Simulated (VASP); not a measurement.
Crystal: BeSe3.

```xyz
8
Lattice="3.6186 0.0000 0.0000 0.0000 3.6186 0.0000 0.0000 0.0000 17.5069" Properties=species:S:1:pos:R:3 pbc="T T T"
Be    1.8093    1.8093    0.0000
Be    0.0000    0.0000    0.0000
Se    1.8093    0.0000   16.1504
Se    0.0000    1.8093    1.3564
Se    0.0000    1.8093    6.0197
Se    1.8093    0.0000    6.7395
Se    1.8093    0.0000   11.4872
Se    0.0000    1.8093   10.7674
```

Base run:

| Quantity | Value |
| --- | --- |
| Program | VASP 6.6.1 |
| Functional | PBE |
| Potentials or basis | VASP PAW PBE potentials, release 64 (Be, Se) |
| Cutoff | 520 eV |
| k mesh | 6 × 6 × 2 |
| Occupations | gaussian, width 0.2 eV |
| Spin | no spin polarisation |

Its results: band gap on the k mesh 0.44 eV (least direct gap 1.28 eV); pressure -0.1 GPa; largest force 0.139 eV/Å.

Task: The run is repeated on the same cell with these changes: k mesh from 6 × 6 × 2 to 8 × 8 × 2; occupations from gaussian, width 0.2 eV to gaussian, width 0.1 eV. What comes out?

Result: Band gap on the k mesh zero (bands 20 and 21 overlap by 0.02 eV); pressure 0.1 GPa; largest force 0.034 eV/Å.

Caveats: semilocal functionals underestimate gaps, and a narrow one can read as zero; this functional lacks dispersion, which binds layers or chains, so the pressure and a relaxed spacing across them are unreliable.

A k mesh can miss the band edges.
